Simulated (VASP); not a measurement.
Write the native input for VASP 6.6.1 that does the following.

```
Task                   : single point
Functional             : PBE
Potentials or basis    : VASP PAW PBE potentials, release 64 (Gd)
Cutoff                 : 520 eV
k mesh                 : 6 × 6 × 6
Occupations            : gaussian, width 0.05 eV
Spin                   : collinear spin, ferromagnetic start
Starting moments       : [7.94] μB
Dipole correction      : no
Further INCAR settings : ALGO = Fast; EDIFF = 1e-07; NBANDS = 19
```

The structure of Gd lies in POSCAR:

```
Gd
1.0
    0.0000000000      2.5466044155      2.5466044155
    2.5466044155      0.0000000000      2.5466044155
    2.5466044155      2.5466044155      0.0000000000
Gd
1
Direct
    0.0000000000      0.0000000000      0.0000000000
```

These files were run (other wordings do the same):

INCAR

```
SYSTEM = Gd
ALGO = Fast
EDIFF = 1E-7
ENCUT = 520
GGA = PE
ISIF = 2
ISMEAR = 0
ISPIN = 2
LASPH = .True.
LCHARG = .False.
LMAXMIX = 6
LORBIT = 11
LREAL = .False.
LWAVE = .False.
MAGMOM = 7.94
NBANDS = 19
NELM = 150
PREC = Accurate
SIGMA = 0.05
```

KPOINTS

```
k-points
0
Gamma
  6 6 6
  0 0 0
```

Potentials or basis: VASP PAW PBE potentials, release 64 (Gd).

Launch:

```bash
$ cat potpaw_PBE.64/Gd/POTCAR > POTCAR
$ mpirun -np 1 vasp_std > vasp.out
```

Results of the run:

```json
{"Pressure": "-0.2 GPa", "Net moment": "7.40 μB per cell", "Site moments": "Gd +6.92 μB", "Valence electrons inside the program's atomic spheres": "Gd 15.20"}
```

It took 98 s on 1 thread of AMD EPYC 7R13 Processor (Zen 3) (shared host), peak memory 0.16 GiB.
